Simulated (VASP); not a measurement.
# Be16H (a cell with a defect) in VASP: notebook

Be16H (a cell with a defect) is run at these levels: PBE; tasks: single point.

All numbers are computed with VASP 6.6.1; they aren't measurements. Logs are shortened: lines on timing, memory, paths and dates and some standing lists are left out, and cuts for length are marked.

## 1. The cell of the first run

The cell holds a defect, 17 atoms: a = 4.580 Å, b = 3.966 Å, c = 7.177 Å, α = 90.00°, β = 90.00°, γ = 90.00°.

## 2. Single point, PBE

Contents of INCAR:

```
PREC = Accurate
ENCUT = 520
EDIFF = 1E-7
ISMEAR = 0
SIGMA = 0.1
LREAL = Auto
LASPH = T
NELM = 60
ALGO = Normal
ISIF = 2
LWAVE = F
LCHARG = T
GGA = PE
LELF = T
LVHAR = T
NBANDS = 30
```

Contents of KPOINTS:

```
Automatic mesh
0
Gamma
  5 6 4
```

Contents of POSCAR:

```
Be16H
1.0
   -2.2900000000     -3.9663960000      0.0000000000
    3.4350000000     -1.9831980000      0.0000000000
    0.0000000000      0.0000000000      7.1768600000
Be H
16 1
Direct
    0.7512626063      0.4994225357     -0.0014842575
    0.4998218423      0.3315495696      0.2460017607
    0.7722983113      0.5120711106      0.4989083309
    0.4998027832      0.3322316129      0.7544461957
    0.4998248735     -0.0040762775     -0.0017341455
    0.2476493944      0.8326383988      0.2472835831
    0.4998373601     -0.0357117571      0.4983820601
    0.2491584518      0.8328682733      0.7471162901
    0.2483747813      0.4994125690     -0.0014798285
   -0.0001652832      0.3314848878      0.2455693588
    0.2273336449      0.5120680753      0.4989037261
   -0.0001676705      0.3316706356      0.7482987217
   -0.0001898571     -0.0002808728     -0.0027926291
    0.7520298280      0.8326563664      0.2472884687
   -0.0001529901      0.0102710881      0.4967157486
    0.7504924574      0.8328804362      0.7471164619
    0.4998512663      0.3286458481      0.4702638542
```

Potentials or basis: VASP PAW PBE potentials, release 64 (Be, H).

The run is started by

```
> cat potpaw_PBE.64/Be/POTCAR potpaw_PBE.64/H/POTCAR > POTCAR
> mpirun -np 1 vasp_std > vasp.out
```

OUTCAR:

```text
PREC = Accurate
   ENCUT = 520
   EDIFF = 1E-7
   ISMEAR = 0
   LREAL = Auto
   LASPH = T
   NELM = 60
   ISIF = 2
   GGA = PE

 ion  position               nearest neighbor table
   1  0.751  0.499  0.999-   4 2.20  10 2.21   2 2.22  14 2.22  12 2.23  16 2.24   9 2.28   5 2.28
                            13 2.29  13 2.29   9 2.30   5 2.31
   2  0.500  0.332  0.246-  17 1.61   9 2.22   1 2.22   5 2.22  10 2.29  10 2.29   6 2.29  14 2.29
                             6 2.30  14 2.30  11 2.32   3 2.32   7 2.32
   3  0.772  0.512  0.499-  17 1.46  11 2.08   7 2.19  12 2.19  16 2.19  14 2.21  10 2.21  15 2.23
                            15 2.25   2 2.32   4 2.33
   4  0.500  0.332  0.754-   9 2.20   1 2.20   5 2.20   8 2.29  16 2.29  12 2.29  12 2.29   8 2.29
                            16 2.29  11 2.33   3 2.33   7 2.35
   5  0.500  0.996  0.998-   4 2.20   2 2.22   6 2.22  14 2.22  16 2.23   8 2.23   1 2.28   9 2.28
                            13 2.29  13 2.29   9 2.31   1 2.31
   6  0.248  0.833  0.247-   7 2.20  11 2.21   9 2.22   5 2.22  13 2.22  15 2.23  14 2.27  10 2.28
                            10 2.29   2 2.29   2 2.30  14 2.31
   7  0.500  0.964  0.498-  17 1.46   3 2.19  11 2.19  16 2.19   8 2.19  14 2.20   6 2.20  15 2.30
                            15 2.30   2 2.32   4 2.35
   8  0.249  0.833  0.747-   7 2.19  11 2.19  13 2.23   5 2.23   9 2.24  15 2.24  16 2.28  12 2.28
                             4 2.29  12 2.29   4 2.29  16 2.30
   9  0.248  0.499  0.999-   4 2.20  10 2.21   2 2.22   6 2.22  12 2.23   8 2.24   1 2.28   5 2.28
                            13 2.29  13 2.29   1 2.30   5 2.31
  10  1.000  0.331  0.246-  15 2.21   9 2.21   1 2.21  11 2.21   3 2.21  13 2.22  14 2.28   6 2.28
                             6 2.29  14 2.29   2 2.29   2 2.29
  11  0.227  0.512  0.499-  17 1.46   3 2.08   7 2.19  12 2.19   8 2.19   6 2.21  10 2.21  15 2.23
                            15 2.25   2 2.32   4 2.33
  12  1.000  0.332  0.748-  11 2.19   3 2.19  15 2.21  13 2.22   9 2.23   1 2.23  16 2.28   8 2.28
                             4 2.29   4 2.29   8 2.29  16 2.29
  13  1.000  1.000  0.997-  10 2.22  12 2.22  14 2.22   6 2.22  16 2.23   8 2.23   1 2.29   9 2.29
                             1 2.29   9 2.29   5 2.29   5 2.29
  14  0.752  0.833  0.247-   7 2.20   3 2.21   1 2.22   5 2.22  13 2.22  15 2.23   6 2.27  10 2.28
                            10 2.29   2 2.29   2 2.30   6 2.31
  15  1.000  0.010  0.497-  10 2.21  12 2.21  14 2.23   6 2.23  11 2.23   3 2.23   8 2.24  16 2.24
                            11 2.25   3 2.25   7 2.30   7 2.30
  16  0.750  0.833  0.747-   7 2.19   3 2.19  13 2.23   5 2.23   1 2.24  15 2.24   8 2.28  12 2.28
                             4 2.29  12 2.29   4 2.29   8 2.30
  17  0.500  0.329  0.470-   3 1.46   7 1.46  11 1.46   2 1.61

  LATTYP: Found a simple orthorhombic cell.
 ALAT       =     3.9663962620
 B/A-ratio  =     1.1547004875
 C/A-ratio  =     1.8094157835

  Lattice vectors:

 A1 = (  -3.4350000000,   1.9831980000,   0.0000000000)
 A2 = (  -2.2900000000,  -3.9663960000,   0.0000000000)
 A3 = (   0.0000000000,   0.0000000000,   7.1768600000)

Analysis of symmetry for initial positions (statically):
=====================================================================
 Subroutine PRICEL returns:
 Original cell was already a primitive cell.

 Routine SETGRP: Setting up the symmetry group for a
 simple orthorhombic supercell.

 Subroutine GETGRP returns: Found  1 space group operations
 (whereof  1 operations were pure point group operations)
 out of a pool of  8 trial point group operations.

The static configuration has the point symmetry C_1 .

Analysis of symmetry for dynamics (positions and initial velocities):
=====================================================================
 Subroutine PRICEL returns:
 Original cell was already a primitive cell.

 Routine SETGRP: Setting up the symmetry group for a
 simple orthorhombic supercell.

 Subroutine GETGRP returns: Found  1 space group operations
 (whereof  1 operations were pure point group operations)
 out of a pool of  8 trial point group operations.

The dynamic configuration has the point symmetry C_1 .

 Subroutine INISYM returns: Found  1 space group operations
 (whereof  1 operations are pure point group operations),
 and found     1 'primitive' translations

----------------------------------------------------------------------------------------

                                     Primitive cell

  volume of cell :     130.3755

  direct lattice vectors                    reciprocal lattice vectors
    -2.290000000 -3.966396000  0.000000000    -0.109170306 -0.189088533  0.000000000
     3.435000000 -1.983198000  0.000000000     0.218340611 -0.126059022  0.000000000
     0.000000000  0.000000000  7.176860000     0.000000000  0.000000000  0.139336702

  length of vectors
     4.579999697  3.966396262  7.176860000     0.218340626  0.252118027  0.139336702
[... 56 lines left out ...]
     0.043668125  0.042019671  0.034834175

  Shift w.r.t. Gamma in fractional coordinates (k-lattice)
     0.000000000  0.000000000  0.000000000

 Subroutine IBZKPT returns following result:
 ===========================================

 Found     62 irreducible k-points:

 Following reciprocal coordinates:
            Coordinates               Weight
  0.000000  0.000000  0.000000      1.000000
  0.200000  0.000000  0.000000      2.000000
  0.400000  0.000000  0.000000      2.000000
  0.000000  0.166667  0.000000      2.000000
  0.200000  0.166667  0.000000      2.000000
 -0.200000  0.166667  0.000000      2.000000
[... 16 lines left out ...]
  0.000000  0.166667 -0.250000      2.000000
  0.200000  0.166667  0.250000      2.000000
 [... further k-points ...]
   k-points           NKPTS =     62   k-points in BZ     NKDIM =     62   number of bands    NBANDS=     30
   number of dos      NEDOS =    301   number of ions     NIONS =     17
   total plane-waves  NPLWV =  58320
   dimension x,y,z NGX =    36 NGY =   30 NGZ =   54
   dimension x,y,z NGXF=    72 NGYF=   60 NGZF=  108
   ions per type =              16   1
   NGX,Y,Z   is equivalent  to a cutoff of  13.07, 12.57, 12.51 a.u.
   NGXF,Y,Z  is equivalent  to a cutoff of  26.13, 25.15, 25.02 a.u.
 SYSTEM =  unknown system
   PREC   = accura    normal or accurate (medium, high low for compatibility)
   ISTART =      0    job   : 0-new  1-cont  2-samecut
   ICHARG =      2    charge: 1-file 2-atom 10-const
   ISPIN  =      1    spin polarized calculation?
   LNONCOLLINEAR =      F non collinear calculations
   LSORBIT =      F    spin-orbit coupling
   LASPH  =      T    aspherical Exc in radial PAW
   ENCUT  =  520.0 eV  38.22 Ry    6.18 a.u.   8.52  7.37 13.34*2*pi/ulx,y,z
   NELM   =     60;   NELMIN=  2; NELMDL= -5     # of ELM steps
   EDIFF  = 0.1E-06   stopping-criterion for ELM
   LREAL  =      T    real-space projection
   EDIFFG = 0.1E-05   stopping-criterion for IOM
   NSW    =      0    number of steps for IOM
   IBRION =     -1    ionic relax: 0-MD 1-quasi-New 2-CG
   NFREE  =      0    steps in history (QN), initial steepest desc. (CG)
   ISIF   =      2    stress and relaxation
   ISYM   =      2    0-nonsym 1-usesym 2-fastsym
   POTIM  = 0.5000    time-step for ionic-motion
   TEBEG  =    0.0;   TEEND  =   0.0 temperature during run
   PSTRESS=    0.0 pullay stress
   NELECT =      33.0000    total number of electrons
   NUPDOWN=      -1.0000    fix difference up-down
   EMIN   =  10.00;   EMAX   =-10.00  energy-range for DOS
   EFERMI =   0.00;   METHOD = LEGACY
   ISMEAR =     0;   SIGMA  =   0.10  broadening in eV -4-tet -1-fermi 0-gaus
   EFERMI_NEDOS =   21; number of points for ismear=-14 and -15
   IALGO  =     38    algorithm
   IMIX   =      4    mixing-type and parameters
     AMIX     =   0.40;   BMIX     =  1.00
     AMIX_MAG =   1.60;   BMIX_MAG =  1.00
  volume/ion in A,a.u.               =       7.67        51.75
  Fermi-wavevector in a.u.,A,eV,Ry     =   1.035573  1.956950 14.591049  1.072412
  Thomas-Fermi vector in A             =   2.169923
   LORBIT       =      0    0 simple, 1 ext, 2 COOP (PROOUT), +10 PAW based schemes
   GGA     = PE    functional components
   LHFCALC =     F    Hartree Fock is set to
   AEXX    =    0.0000 exact exchange contribution
   IVDW    =     0    specifies the selected vdW correction
   LEPSILON=     F    determine dielectric tensor
   LRPA    =     F    only Hartree local field effects (RPA)
 non-spin polarized calculation
 Gauss-broadening in eV      SIGMA  =   0.10
  energy-cutoff  :      520.00
  volume of cell :      130.38
 maximum number of plane-waves:      3532
 NGX is ok and might be reduce to    36
   NGX = 17   NGY = 15   NGZ = 27

 number of electron      33.0000001 magnetization

 Free energy of the ion-electron system (eV)
  ---------------------------------------------------
  ext. energy  EPLUGINS =         0.00000000
  ---------------------------------------------------
  free energy    TOTEN  =       -61.91614341 eV

  energy without entropy =      -61.91416248  energy(sigma->0) =      -61.91515294

 E-fermi :   7.3533     XC(G=0): -10.5784

 val. band max:        7.2679860198   @ k =   0.4000   0.5000   0.0000
 cond. band min:       7.4388594595   @ k =   0.4000   0.0000   0.0000
 fundamental gap:      0.1708734397
 Fermi energy:         7.3532525747

 k-point     1 :       0.0000    0.0000    0.0000
  band No.  band energies     occupation
      1      -5.1318      2.00000
      2      -2.9571      2.00000
      3      -2.1781      2.00000
      4      -0.3043      2.00000
      5       0.9651      2.00000
      6       1.5460      2.00000
[... 733 lines left out ...]
     27      11.9543      0.00000
     28      12.2958      0.00000

 [... further k-points ...]

 [bands above 28 left out]

------------------------ aborting loop because EDIFF is reached ----------------------------------------

  FORCE on cell =-STRESS in cart. coord.  units (eV):
  Direction    XX          YY          ZZ          XY          YZ          ZX
  --------------------------------------------------------------------------------------
  -------------------------------------------------------------------------------------
  Total        0.9641736      1.4422384     -0.4871829      0.4124879     -0.0291621      0.0506354
  in kB       11.8486749     17.7235863     -5.9869630      5.0690410     -0.3583716      0.6222557
  external PRESSURE =       7.8617661 kB  Pullay stress =       0.0000000 kB

 VOLUME and BASIS-vectors are now :
 -----------------------------------------------------------------------------
  energy-cutoff  :      520.00
  volume of cell :      130.38
      direct lattice vectors                 reciprocal lattice vectors
    -2.290000000 -3.966396000  0.000000000    -0.109170306 -0.189088533  0.000000000
     3.435000000 -1.983198000  0.000000000     0.218340611 -0.126059022  0.000000000
     0.000000000  0.000000000  7.176860000     0.000000000  0.000000000  0.139336702

 POSITION                                       TOTAL-FORCE (eV/Angst)
 -----------------------------------------------------------------------------------
     -0.00487     -3.97026      7.16621        -0.000627     -0.000003     -0.002316
     -0.00572     -2.64002      1.76552         0.003843     -0.002445      0.021665
     -0.00960     -4.07878      3.58060         0.001399     -0.002137      0.009532
     -0.00333     -2.64130      5.41455         0.000727     -0.001208     -0.019796
      2.27640     -3.95762      7.16441        -0.001802      0.001120     -0.006576
      2.29300     -2.63356      1.77472        -0.001540      0.002965     -0.005583
[... 9 lines left out ...]
      1.14232     -4.62852      5.36195        -0.000364      0.001415     -0.001349
     -0.01576     -2.63438      3.37502         0.004205     -0.000971     -0.021311
 -----------------------------------------------------------------------------------
    total drift:                               -0.000539     -0.000093      0.000019

  FREE ENERGIE OF THE ION-ELECTRON SYSTEM (eV)
  ---------------------------------------------------
  free  energy   TOTEN  =       -61.9161434053 eV

  energy  without entropy=      -61.9141624842  energy(sigma->0) =      -61.91515294
```

Run time: 11 min. Hardware: 1 thread of Intel Xeon 8259CL, shared host; peak memory 0.32 GiB.

Results:

- Free energy: -61.9161 eV
- Pressure: 0.8 GPa
- Largest force: 0.022 eV/Å
- Band gap on the k mesh: zero (an odd number of electrons rules out a gap without spin polarisation)

Forces on the atoms (eV/Å):
```
Be  -0.001  0.000 -0.002
Be   0.004 -0.002  0.022
Be   0.001 -0.002  0.010
Be   0.001 -0.001 -0.020
Be  -0.002  0.001 -0.007
Be  -0.002  0.003 -0.006
Be  -0.007  0.004  0.019
Be  -0.001  0.000 -0.001
Be   0.000  0.000 -0.003
Be   0.002 -0.001 -0.004
Be   0.001 -0.001  0.010
Be   0.001  0.000 -0.002
Be  -0.001  0.000 -0.005
Be  -0.004  0.000 -0.006
Be   0.003 -0.001  0.019
Be   0.000  0.001 -0.001
H    0.004 -0.001 -0.021
```

## 3. Single point, PBE

Contents of INCAR:

```
SYSTEM = Be16H
PREC = Accurate
ENCUT = 520
EDIFF = 1E-7
ISMEAR = 0
SIGMA = 0.1
LREAL = Auto
LASPH = .TRUE.
NELM = 60
ALGO = Normal
ISIF = 2
LWAVE = .FALSE.
LCHARG = .FALSE.
GGA = PE
NBANDS = 30
```

Contents of KPOINTS:

```
Automatic mesh
0
G
  5 6 4
  0 0 0
```

Contents of POSCAR:

```
Be16H
1.0
   -2.2900000000     -3.9663960000      0.0000000000
    3.4350000000     -1.9831980000      0.0000000000
    0.0000000000      0.0000000000      7.1768600000
Be H
16 1
Direct
    0.7497083890      0.4991998788     -0.0047219527
    0.4772393807      0.3195932290      0.2503796701
    0.7497073038      0.4999125260      0.5030815770
    0.4982833952      0.3320514570      0.7510248026
    0.4991114048     -0.0013300126      0.0023029249
    0.2496995591      0.8213016311      0.2524641614
    0.4974668236     -0.0009571724      0.5022502753
    0.2497371072      0.8316516418      0.7522853482
    0.2497322867      0.4997635968      0.0010972575
    0.0221903203      0.3196219070      0.2503686951
    0.2497033061      0.5001378872      0.5040078072
    0.0011707729      0.3320109301      0.7510310927
    0.0003327915     -0.0013527096      0.0022997513
    0.7497060814      0.8673765598      0.2507974828
    0.0019501756     -0.0009515012      0.5022488528
    0.7497250921      0.8356237976      0.7513045732
    0.7496948002      0.5029790336      0.2803073608
```

Potentials or basis: VASP PAW PBE potentials, release 64 (Be, H).

The run is started by

```
> cat potpaw_PBE.64/Be/POTCAR potpaw_PBE.64/H/POTCAR > POTCAR
> mpirun -np 1 vasp_std > vasp.out
```

Run time: 10 min. Hardware: 1 thread of Intel Xeon 8259CL, shared host; peak memory 0.32 GiB.

The run converged. Its results:

```yaml
Free_energy: -61.9164 eV
Pressure: 0.8 GPa
Largest_force: 0.011 eV/Å
Band_gap_on_the_k_mesh: zero (an odd number of electrons rules out a gap without spin polarisation)
```

Forces in eV/Å, atoms in the order of the input:
```
Be   0.001 -0.001 -0.003
Be  -0.003  0.001 -0.003
Be   0.000  0.000  0.011
Be   0.001 -0.004 -0.003
Be   0.001  0.001  0.003
Be  -0.001  0.000 -0.004
Be  -0.001  0.002 -0.002
Be   0.006 -0.003  0.004
Be   0.002 -0.001  0.006
Be  -0.003  0.003 -0.002
Be  -0.002  0.001 -0.006
Be   0.005  0.000 -0.003
Be   0.000 -0.001  0.003
Be   0.003 -0.002 -0.004
Be  -0.002  0.000 -0.002
Be  -0.003  0.002 -0.001
H   -0.002  0.001  0.006
```

Stress tensor (GPa, compression positive):
```
 1.18  0.51  0.07
 0.51  1.76 -0.04
 0.07 -0.04 -0.59
```

Levels at points of the mesh, in eV from the Fermi level:
```csv
k point,band 13,band 14,band 15,band 16,band 17,band 18,band 19,band 20
"(0.00, 0.00, 0.00)",-4.00,-3.69,-0.78,0.19,0.42,0.57,0.89,1.04
"(0.00, 0.50, 0.00)",-3.73,-3.66,-2.65,-2.51,-0.11,0.68,0.69,0.83
"(0.00, 0.00, 0.50)",-2.68,-2.07,-2.02,-1.93,0.67,1.50,1.67,1.74
"(0.00, 0.50, 0.50)",-4.18,-3.78,-3.54,-3.53,1.20,1.64,1.74,1.78
```

The gap in the log of VASP goes by the Fermi energy; the results here count the filled bands.